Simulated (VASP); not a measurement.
A run of VASP 6.6.1 is set up as follows.

File POSCAR:

```
Fe
1.0
    0.0000000000      2.0300246430      2.0300644846
    1.5040992661      0.0000000000      2.0300644846
    1.5040992661      2.0300246430      0.0000000000
Fe
1
Direct
    0.0000000000      0.0000000000      0.0000000000
```

INCAR.step1

```
PREC = Accurate
ENCUT = 520
EDIFF = 1E-5
ISMEAR = -1
SIGMA = 0.05
LREAL = False
LASPH = True
NELM = 150
ALGO = Normal
ISIF = 2
LWAVE = True
ISPIN = 2
MAGMOM = 3
LORBIT = 11
LMAXMIX = 4
GGA = PE
NBANDS = 14
```

File INCAR.step2:

```
PREC = Accurate
ENCUT = 520
EDIFF = 1E-6
ISMEAR = -1
SIGMA = 0.05
LREAL = False
LASPH = True
NELM = 150
ALGO = Normal
ISIF = 2
LWAVE = False
LCHARG = True
ISPIN = 2
MAGMOM = 3
LORBIT = 11
LMAXMIX = 4
GGA = PE
LHFCALC = True
AEXX = 0.25
HFSCREEN = 0.3
PRECFOCK = Normal
LELF = True
LVHAR = True
ISTART = 1
NBANDS = 14
```

Contents of KPOINTS:

```
regular mesh
0
Gamma
  7 7 7
```

Potentials or basis: VASP PAW PBE potentials, release 64 (Fe).

Command:

```sh
$ cat potpaw_PBE.64/Fe/POTCAR > POTCAR
$ cp INCAR.step1 INCAR
$ mpirun -np 1 vasp_std > vasp.out
$ cp INCAR.step2 INCAR
$ mpirun -np 1 vasp_std > vasp.out
```

**Question.** Estimate the site moments.

**Answer.** Fe +2.96 μB.

**Question.** Predict the net moment.

**Answer.** 2.88 μB per cell.

Caveat: the k points lie up to 0.43 Å⁻¹ apart.
